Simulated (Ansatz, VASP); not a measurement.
**AlP: VASP beside Ansatz**

```
CELL_PARAMETERS angstrom
0.00000 2.79404 2.79404
2.79404 0.00000 2.79404
2.79404 2.79404 0.00000
ATOMIC_POSITIONS crystal
Al 0.00000 0.00000 0.00000
P 0.25000 0.25000 0.25000
```

Change from the starting cell: hydrostatic strain +2.0%.

Alike in both runs: task single point; functional r2SCAN; k mesh 8 × 8 × 8; no spin polarisation.

|  | VASP | Ansatz |
| --- | --- | --- |
| version | VASP 6.6.1 | Ansatz 0.2.0 |
| potentials or method | VASP PAW PBE potentials, release 64 (Al, P) | plane waves, PAW |
| plane-wave cutoff (eV) | 550 | 500 |
| occupations | gaussian, width 0.01 eV | fixed |
| valence electrons in the cell | 8 | 8 |

```tsv
	VASP	Ansatz	Ansatz less VASP
gap on the k mesh at the Fermi level (eV)	2.03	2.03	-0.003
pressure (GPa)	-5.0	-4.8	+0.27
```

VASP's potentials were made for PBE, not for r2SCAN.
